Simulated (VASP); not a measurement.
Input of a VASP 6.6.1 run:

INCAR

```
  ALGO = Normal
  EDIFF = 1E-7
  ENCUT = 520
  GGA = RP
  ISIF = 2
  ISMEAR = -1
  LASPH = True
  LCHARG = True
  LELF = True
  LREAL = False
  LVHAR = True
  LWAVE = False
  NBANDS = 30
  NELM = 100
  PREC = Accurate
  SIGMA = 0.1
```

Contents of KPOINTS:

```
k-points
0
Gamma
  9 9 13
```

POSCAR

```
Rh
1.0
    4.4797930883      0.0000000000      0.0000000000
   -2.2398965442      3.8796146181      0.0000000000
    0.0000000000      0.0000000000      2.7501019166
Rh
3
Direct
    0.0000000000      0.0000000000      0.0000000000
    0.3333333333      0.6666666667      0.5000000000
    0.6666666667      0.3333333333      0.5000000000
```

Potentials or basis: VASP PAW PBE potentials, release 64 (Rh_pv).

Command:

```bash
$ cat potpaw_PBE.64/Rh_pv/POTCAR > POTCAR
$ mpirun -np 1 vasp_std > vasp.out
```

What does it give for the pressure?

-13.7 GPa.

Stress tensor (GPa, compression positive):
```
-13.83   0.00   0.00
  0.00 -13.83   0.00
  0.00   0.00 -13.44
```

Caveat: the PAW data sets were made with another functional, which shifts forces and pressure a little.
